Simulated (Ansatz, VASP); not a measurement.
**Two plane-wave programs on Ge**

```
CELL_PARAMETERS angstrom
4.79477 0.00000 0.00000
-2.39738 4.15239 0.00000
0.00000 0.00000 2.70911
ATOMIC_POSITIONS crystal
Ge 0.00000 0.00000 0.00000
Ge 0.33333 0.66667 0.50000
Ge 0.66667 0.33333 0.50000
```

Alike in both runs: functional LDA; k mesh 8 × 8 × 11; occupations fermi-dirac, width 0.1 eV; no spin polarisation.

Ansatz relaxed the structure, and its values are those at the end. VASP's run is a single point on that final structure, the one shown.

|  | VASP | Ansatz |
| --- | --- | --- |
| version | VASP 6.6.1 | Ansatz 0.2.0 |
| potentials or method | VASP PAW LDA potentials, release 64 (Ge_d), cutoff 520 eV | plane waves (420 eV) with PAW, scalar-relativistic |
| valence electrons in the cell | 42 | 42 |

Ansatz gave:

```
pressure (GPa) : 0.0
```

Question: Estimate VASP's values.

Answer: Pressure (GPa): 0.1.

Ansatz warns that its potentials were made for another functional, while VASP's fit it. LDA's correlation is that of Perdew and Zunger in VASP and of Perdew and Wang (1992) in Ansatz.
